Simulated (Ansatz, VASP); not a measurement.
**One calculation of Mo, two programs**

File INCAR:

```
PREC = Accurate ; ENCUT = 520
EDIFF = 1E-6 ; ISMEAR = -1
SIGMA = 0.05 ; LREAL = F
LASPH = T ; NELM = 100
ALGO = Normal ; ISIF = 2
LWAVE = F ; LCHARG = T
GGA = PS ; LELF = T
LVHAR = T ; NBANDS = 13
```

Contents of KPOINTS:

```
regular mesh
0
Gamma
  9 9 9
```

POSCAR

```
Mo
1.0
   -1.5838089719      1.5838089719      1.5838089719
    1.5838089719     -1.5838089719      1.5838089719
    1.5838089719      1.5838089719     -1.5838089719
Mo
1
Direct
    0.0000000000      0.0000000000      0.0000000000
```

Contents of input.yaml:

```yaml
crystal:
  lattice:
    - [-1.5838089719, 1.5838089719, 1.5838089719]
    - [1.5838089719, -1.5838089719, 1.5838089719]
    - [1.5838089719, 1.5838089719, -1.5838089719]
  atoms:
    - { symbol: Mo, position: [0.0, 0.0, 0.0] }
kpoints:
  mp_grid: { grid: [9, 9, 9] }
  band_path:
    path:
      - [0.0, 0.0, 0.0]
      - [0.5, -0.5, 0.5]
      - [0.0, 0.0, 0.5]
      - [0.0, 0.0, 0.0]
      - [0.25, 0.25, 0.25]
      - [0.5, -0.5, 0.5]
    npoints: 6
scf:
  occupations: { method: fermi_dirac, width: 0.05 }
hamiltonian:
  xc: pbesol
  pseudopotentials: { kind: all_electron, lapw: { basis_error: 0.001 } }
output:
  forces: true
  stress: true
  eigenvalues: true
```

Alike in both runs: functional PBEsol; k mesh 9 × 9 × 9; occupations fermi-dirac, width 0.05 eV; no spin polarisation.

```csv
,VASP,Ansatz
version,VASP 6.6.1,Ansatz 0.2.0
potentials or method,"VASP PAW PBE potentials, release 64 (Mo_sv), cutoff 520 eV","all-electron LAPW, scalar-relativistic"
task,single point,band structure
```

```tsv
	VASP	Ansatz	Ansatz less VASP
gap on the k mesh at the Fermi level (eV)	none	none	-
pressure (GPa)	-9.3	-9.8	-0.47
```

VASP's potentials were made for PBE, not for PBEsol. A gap of «none» marks a metal or a gap that the smearing closes. Ansatz ran all-electron here, and VASP with PAW potentials.

Noted on Ansatz's run: the k mesh is thin for a metal, which can move the energy by tens of meV per atom.
